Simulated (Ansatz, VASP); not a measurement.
# Be5Te2 in VASP and in Ansatz

```
Be Te
1.0
     5.79029    0.00000    0.00000
     0.00000    5.79029    0.00000
     0.00000    0.00000    5.94777
Be Te
5 2
Direct
  0.82600 0.50000 0.00000
  0.17400 0.50000 0.00000
  0.50000 0.82600 0.00000
  0.50000 0.17400 0.00000
  0.50000 0.50000 0.00000
  0.00000 0.00000 0.23312
  0.00000 0.00000 0.76688
```

Alike in both runs: functional PBE; k mesh 4 × 4 × 3; occupations gaussian, width 0.2 eV; no spin polarisation.

Ansatz relaxed the structure, and its values are those at the end. VASP's run is a single point on that final structure, the one shown.

|  | VASP | Ansatz |
| --- | --- | --- |
| version | VASP 6.6.1 | Ansatz 0.2.0 |
| potentials or method | VASP PAW PBE potentials, release 64 (Be, Te), cutoff 520 eV | scalar-relativistic, plane waves, PAW |
| valence electrons in the cell | 22 | 42 |

Ansatz gave:

| Quantity | Value |
| --- | --- |
| gap on the k mesh at the Fermi level (eV) | none |
| pressure (GPa) | -0.1 |
| rms of the force components (eV/Å) | 0.018 |

Problem. What did VASP give for the same quantities?

Solution. gap on the k mesh at the Fermi level (eV): none; pressure (GPa): -0.1; rms of the force components (eV/Å): 0.023.

A gap of «none» marks a metal or a gap that the smearing closes. With one functional, cell and mesh, what is left measures potentials, basis and numerics. VASP's potentials hold 22 valence electrons a cell and Ansatz's 42, so a difference there can come from the potentials and not from the codes.

Neither program's run includes spin-orbit coupling.
